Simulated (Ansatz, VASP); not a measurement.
**One calculation of Be3CdSe4, two programs**

```xyz
8
Lattice="5.2632 0.0000 0.0000 0.0000 5.2632 0.0000 0.0000 0.0000 7.1406" Properties=species:S:1:pos:R:3 pbc="T T T"
Be    2.6316    2.6316    0.0000
Be    0.0000    0.0000    1.2855
Be    0.0000    0.0000    5.8551
Cd    2.6316    2.6316    3.5703
Se    1.4325    1.4288    1.4864
Se    3.8307    3.8343    1.4864
Se    1.4288    3.8307    5.6542
Se    3.8343    1.4325    5.6542
```

Alike in both runs: functional PBE; k mesh 3 × 3 × 2; occupations gaussian, width 0.15 eV; no spin polarisation.

Ansatz relaxed the structure, and its values are those at the end. VASP's run is a single point on that final structure, the one shown.

```csv
,VASP,Ansatz
version,VASP 6.6.1,Ansatz 0.2.0
potentials or method,"VASP PAW PBE potentials, release 64 (Be, Cd, Se), cutoff 600 eV","scalar-relativistic, plane waves, PAW"
valence electrons in the cell,42,90
```

|  | VASP | Ansatz | Ansatz less VASP |
| --- | --- | --- | --- |
| gap on the k mesh at the Fermi level (eV) | none | none | - |
| pressure (GPa) | 0.2 | 0.0 | -0.14 |
| rms of the force components (eV/Å) | 0.024 | 0.025 | +0.0012 |

A gap of «none» marks a metal or a gap that the smearing closes. VASP's potentials hold 42 valence electrons a cell and Ansatz's 90, so a difference there can come from the potentials and not from the codes.

The k mesh is coarse, so the values compare programs but aren't converged.
